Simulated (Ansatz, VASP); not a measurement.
# Cu3N: VASP beside Ansatz

File INCAR:

```
  ALGO = Normal
  EDIFF = 1E-6
  ENCUT = 600
  GGA = PE
  GGA_COMPAT = F
  ISIF = 2
  ISMEAR = -1
  LASPH = T
  LCHARG = F
  LREAL = F
  LWAVE = F
  NBANDS = 27
  NELM = 120
  PREC = Accurate
  SIGMA = 0.02
```

The input KPOINTS:

```
k-points
0
Gamma
  6 6 6
```

POSCAR

```
Cu3N
1.0
    3.7506810116      0.0000000000      0.0000000000
    0.0000000000      3.7506810116      0.0000000000
    0.0000000000      0.0000000000      3.7506810116
Cu N
3 1
Direct
    0.5000000000      0.0000000000      0.0000000000
    0.0000000000      0.5000000000      0.0000000000
    0.0000000000      0.0000000000      0.5000000000
    0.0000000000      0.0000000000      0.0000000000
```

Input for Ansatz:

```yaml
crystal:
  lattice:
    - [3.7506810116, 0.0, 0.0]
    - [0.0, 3.7506810116, 0.0]
    - [0.0, 0.0, 3.7506810116]
  atoms:
    - { symbol: Cu, position: [0.5, 0.0, 0.0] }
    - { symbol: Cu, position: [0.0, 0.5, 0.0] }
    - { symbol: Cu, position: [0.0, 0.0, 0.5] }
    - { symbol: "N", position: [0.0, 0.0, 0.0] }
kpoints:
  mp_grid: { grid: [6, 6, 6] }
hamiltonian:
  xc: pbe
scf:
  occupations: { method: fermi_dirac, width: 0.02 }
  n_extra_bands: 5
output:
  forces: true
  stress: true
  eigenvalues: true
```

Alike in both runs: task single point; functional PBE; k mesh 6 × 6 × 6; occupations fermi-dirac, width 0.02 eV; no spin polarisation.

|  | VASP | Ansatz |
| --- | --- | --- |
| version | VASP 6.6.1 | Ansatz 0.2.0 |
| potentials or method | VASP PAW PBE potentials, release 64 (Cu, N) | plane waves, PAW |
| plane-wave cutoff (eV) | 600 | 420 |
| valence electrons in the cell | 38 | 62 |

```csv
,VASP,Ansatz,Ansatz less VASP
pressure (GPa),9.1,8.3,-0.86
```

VASP's potentials hold 38 valence electrons a cell and Ansatz's 62, so a difference there can come from the potentials and not from the codes.
